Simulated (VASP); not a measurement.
Write the native input for VASP 6.6.1 that does the following.

| Property | Result |
| --- | --- |
| Task | single point |
| Functional | PBE |
| Dispersion | D3(BJ) |
| Potentials or basis | VASP PAW PBE potentials, release 64 (S, W_sv) |
| Cutoff | 520 eV |
| k mesh | 12 × 12 × 1 |
| Occupations | gaussian, width 0.05 eV |
| Spin | no spin polarisation |
| Dipole correction | yes |
| Further INCAR settings | ALGO = Normal; EDIFF = 1e-06; NBANDS = 20 |

The structure of WS2 lies in POSCAR:

```
WS2
1.0
    3.1593510352     -0.0000000029      0.0000000000
   -1.5796755151      2.7360782574      0.0000000000
    0.0000000000      0.0000000000     23.1191467855
S W
2 1
Direct
    0.6666666667      0.3333333333      0.4318246230
    0.6666666667      0.3333333333      0.5681682709
    0.3333333333      0.6666666667      0.4999964274
```

The input as run:

INCAR

```
SYSTEM = WS2
PREC = Accurate
ENCUT = 520
EDIFF = 1E-6
ISMEAR = 0
SIGMA = 0.05
LREAL = .FALSE.
LASPH = .TRUE.
NELM = 60
ALGO = Normal
ISIF = 2
LWAVE = .FALSE.
LCHARG = .FALSE.
LDIPOL = .TRUE.
IDIPOL = 3
DIPOL = 0.5 0.5 0.500
GGA = PE
IVDW = 12
NBANDS = 20
```

KPOINTS

```
Automatic mesh
0
G
  12 12 1
  0 0 0
```

Potentials or basis: VASP PAW PBE potentials, release 64 (S, W_sv).

Run with:

```sh
$ cat potpaw_PBE.64/S/POTCAR potpaw_PBE.64/W_sv/POTCAR > POTCAR
$ mpirun -np 1 vasp_std > vasp.out
```

Results of the run:

* Largest force: 0.004 eV/Å
* Band gap on the k mesh: 1.92 eV, direct
* Dispersion energy per atom: -0.310 eV

Caveat: spin-orbit coupling is left out, which moves the levels of the heavy elements.

It took 71 s on 1 thread of AMD EPYC 9R45 96-Core Processor (Zen 5) (shared host), peak memory 0.31 GiB.
